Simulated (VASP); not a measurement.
Input of a VASP 6.6.1 run:

POSCAR

```
HfB2
1.0
    3.1189255395      0.0000000000      0.0000000000
   -1.5594627698      2.7010687497      0.0000000000
    0.0000000000      0.0000000000      3.4566435916
Hf B
1 2
Direct
    0.0000000000      0.0000000000      0.0000000000
    0.6666666667      0.3333333333      0.5000000000
    0.3333333333      0.6666666667      0.5000000000
```

Contents of INCAR.step1:

```
SYSTEM = HfB2
PREC = Accurate
ENCUT = 550
ISMEAR = -1
SIGMA = 0.05
LREAL = .False.
LASPH = .True.
NELM = 120
NBANDS = 15
GGA = PE
ALGO = Normal
EDIFF = 1E-5
LWAVE = .True.
LCHARG = .False.
GGA_COMPAT = .False.
```

The input INCAR.step2:

```
SYSTEM = HfB2
PREC = Accurate
ENCUT = 550
EDIFF = 1E-6
ISMEAR = -1
SIGMA = 0.05
LREAL = .False.
LASPH = .True.
NELM = 120
ALGO = Normal
ISIF = 2
LWAVE = .False.
LCHARG = .False.
METAGGA = R2SCAN
LMIXTAU = .True.
NBANDS = 15
ISTART = 1
GGA_COMPAT = .False.
```

Contents of KPOINTS:

```
regular mesh
0
Gamma
  10 10 8
  0 0 0
```

Potentials or basis: VASP PAW PBE potentials, release 64 (Hf_pv, B).

The run is started by

```console
$ cat potpaw_PBE.64/Hf_pv/POTCAR potpaw_PBE.64/B/POTCAR > POTCAR
$ cp INCAR.step1 INCAR
$ mpirun -np 1 vasp_std > vasp.out
$ cp INCAR.step2 INCAR
$ mpirun -np 1 vasp_std > vasp.out
```

Task: Estimate the band gap on the k mesh.

Result: Zero (bands 8 and 9 overlap by 0.89 eV).

Task: What does it give for the pressure?

Result: 4.2 GPa.

Stress tensor (GPa, compression positive):
```
3.96 0.00 0.00
0.00 3.96 0.00
0.00 0.00 4.60
```

Caveat: the cell stands under pressure; the PAW data sets were made with another functional, which shifts forces and pressure a little; spin-orbit coupling is left out, which moves the levels of the heavy elements.
